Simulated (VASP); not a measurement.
A run of VASP 6.6.1 is set up as follows.

File POSCAR:

```
SrCl2
1.0
    2.0857437679      1.2042047259      6.1350482845
   -2.0857437679      1.2042047259      6.1350482845
    0.0000000000     -2.4084094518      6.1350482845
Sr Cl
1 2
Direct
    0.0002014275      0.0002014275      0.0002014275
    0.4227725673      0.4227725673      0.4227725673
    0.2436926719      0.2436926719      0.2436926719
```

The input INCAR.step1:

```
SYSTEM = SrCl2
PREC = Accurate ; ENCUT = 400
EDIFF = 1E-5 ; ISMEAR = 0
SIGMA = 0.01 ; LREAL = .FALSE.
LASPH = .TRUE. ; NELM = 120
ALGO = Normal ; ISIF = 2
LWAVE = .TRUE. ; LCHARG = .FALSE.
NBANDS = 19 ; GGA = PE
GGA_COMPAT = .FALSE.
```

Contents of INCAR.step2:

```
SYSTEM = SrCl2
PREC = Accurate ; ENCUT = 400
EDIFF = 1E-6 ; ISMEAR = 0
SIGMA = 0.01 ; LREAL = .FALSE.
LASPH = .TRUE. ; NELM = 120
ALGO = Normal ; ISIF = 2
LWAVE = .FALSE. ; LCHARG = .FALSE.
GGA = PE ; LHFCALC = .TRUE.
AEXX = 0.05 ; HFSCREEN = 0.5
PRECFOCK = Normal ; NBANDS = 19
ISTART = 1 ; GGA_COMPAT = .FALSE.
```

File KPOINTS:

```
regular mesh
0
G
  4 4 4
  0 0 0
```

Potentials or basis: VASP PAW PBE potentials, release 64 (Sr_sv, Cl).

The run is started by

```sh
$ cat potpaw_PBE.64/Sr_sv/POTCAR potpaw_PBE.64/Cl/POTCAR > POTCAR
$ cp INCAR.step1 INCAR
$ mpirun -np 1 vasp_std > vasp.out
$ cp INCAR.step2 INCAR
$ mpirun -np 1 vasp_std > vasp.out
```

(1) Estimate the largest force.

(2) Predict the pressure.

Results:

(1) 0.017 eV/Å.

(2) 1.2 GPa.

Caveat: the k points lie up to 0.44 Å⁻¹ apart; the PAW data sets were made with another functional, which shifts forces and pressure a little.
